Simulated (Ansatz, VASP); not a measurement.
# Two plane-wave programs on IrS

```
Ir S
1.0
     0.00000    2.45527    2.45527
     2.45527    0.00000    2.45527
     2.45527    2.45527    0.00000
Ir S
1 1
Direct
  0.50000 0.50000 0.50000
  0.00000 0.00000 0.00000
```

Alike in both runs: task single point; functional PBEsol; k mesh 10 × 10 × 10; occupations gaussian, width 0.05 eV; no spin polarisation.

|  | VASP | Ansatz |
| --- | --- | --- |
| version | VASP 6.6.1 | Ansatz 0.2.0 |
| potentials or method | VASP PAW PBE potentials, release 64 (Ir_sv_GW, S), cutoff 560 eV | scalar-relativistic, plane waves, PAW |
| valence electrons in the cell | 23 | 23 |

VASP gave:

* gap on the k mesh at the Fermi level (eV): none
* pressure (GPa): -4.7

**Question.** What did Ansatz give for the same quantities?

**Answer.** gap on the k mesh at the Fermi level (eV): none; pressure (GPa): -4.0.

VASP's potentials were made for PBE, not for PBEsol. A gap of «none» marks a metal or a gap that the smearing closes. The functional is the same, so the differences come from potentials, cutoffs and numerics.

Neither program's run includes spin-orbit coupling.
